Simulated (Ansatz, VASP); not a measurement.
**One calculation of GaN, two programs**

File INCAR:

```
SYSTEM = GaN
ALGO = Normal ; EDIFF = 1E-6
ENCUT = 520 ; GGA = PE
ISIF = 2 ; ISMEAR = -1
LASPH = .True. ; LCHARG = .True.
LELF = .True. ; LREAL = .False.
LVHAR = .True. ; LWAVE = .False.
NBANDS = 16 ; NELM = 80
PREC = Accurate ; SIGMA = 0.02
```

File KPOINTS:

```
k-points
0
Gamma
  10 10 10
  0 0 0
```

Contents of POSCAR:

```
GaN
1.0
    0.0000000000      2.1365049145      2.3620626532
    2.1365049145      0.0000000000      2.3620626532
    2.1365049145      2.1365049145      0.0000000000
Ga N
1 1
Direct
    0.0000000000      0.0000000000      0.0000000000
    0.2500000000      0.2500000000      0.2500000000
```

Input for Ansatz:

```yaml
crystal:
  lattice:
    - [0.0, 2.1365049145, 2.3620626532]
    - [2.1365049145, 0.0, 2.3620626532]
    - [2.1365049145, 2.1365049145, 0.0]
  atoms:
    - { symbol: Ga, position: [0.0, 0.0, 0.0] }
    - { symbol: "N", position: [0.25, 0.25, 0.25] }
kpoints:
  mp_grid: { grid: [10, 10, 10] }
  band_path:
    path:
      - [0.0, 0.0, 0.0]
      - [-0.5, -0.5, 0.0]
      - [-0.375, -0.375, 0.25]
      - [-0.375, 0.0, 0.375]
      - [0.0, 0.0, 0.5]
      - [-0.5, -0.25, 0.25]
    npoints: 1
hamiltonian:
  xc: pbe
scf:
  occupations: { method: fermi_dirac, width: 0.02 }
  n_extra_bands: 4
output:
  forces: true
  stress: true
  eigenvalues: true
```

Change from the starting cell: epitaxial_xy strain -5.0%.

Alike in both runs: task single point; functional PBE; k mesh 10 × 10 × 10; occupations fermi-dirac, width 0.02 eV; no spin polarisation.

|  | VASP | Ansatz |
| --- | --- | --- |
| version | VASP 6.6.1 | Ansatz 0.2.0 |
| potentials or method | VASP PAW PBE potentials, release 64 (Ga_d, N) | plane waves, PAW |
| plane-wave cutoff (eV) | 520 | 420 |
| valence electrons in the cell | 18 | 18 |

|  | VASP | Ansatz | Ansatz less VASP |
| --- | --- | --- | --- |
| gap on the k mesh at the Fermi level (eV) | 1.88 | 1.87 | -0.011 |
| pressure (GPa) | 17.3 | 17.3 | +0.01 |
| traceless stress, the component that is largest in VASP (GPa) | -10.00 | -9.95 | +0.054 |
